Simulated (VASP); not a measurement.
Input of a VASP 6.6.1 run:

Contents of INCAR:

```
SYSTEM = CuO
PREC = Accurate ; ENCUT = 520
EDIFF = 1E-7 ; ISMEAR = -1
SIGMA = 0.05 ; LREAL = .FALSE.
LASPH = .TRUE. ; NELM = 80
ALGO = Normal ; ISIF = 2
LWAVE = .FALSE. ; LCHARG = .FALSE.
GGA = PS ; NBANDS = 34
```

KPOINTS

```
regular mesh
0
G
  6 6 6
  0 0 0
```

Contents of POSCAR:

```
CuO
1.0
    4.1609370000      0.0000000000      0.0000000000
    0.0000000000      4.1609370000      0.0000000000
    0.0000000000      0.0000000000      3.8876430000
Cu O
3 3
Direct
    0.5000000000      0.0000000000      0.5000000000
    0.0000000000      0.5000000000      0.5000000000
    0.0000000000      0.0000000000      0.0000000000
    0.0000000000      0.0000000000      0.5000000000
    0.5000000000      0.0000000000      0.0000000000
    0.0000000000      0.5000000000      0.0000000000
```

Potentials or basis: VASP PAW PBE potentials, release 64 (Cu, O).

Command:

```bash
$ cat potpaw_PBE.64/Cu/POTCAR potpaw_PBE.64/O/POTCAR > POTCAR
$ mpirun -np 1 vasp_std > vasp.out
```

(1) Predict the pressure.

(2) Predict the band gap on the k mesh.

## Answers

(1) -4.8 GPa.

(2) zero (an odd number of electrons rules out a gap without spin polarisation).

Caveat: the cell stands under tension; the PAW data sets were made with another functional, which shifts forces and pressure a little; an odd number of electrons without spin polarisation forces a metal; a magnetic or distorted state may lie lower; semilocal functionals often make such compounds metallic where correlation or magnetic order opens a gap, which also shifts bond lengths.
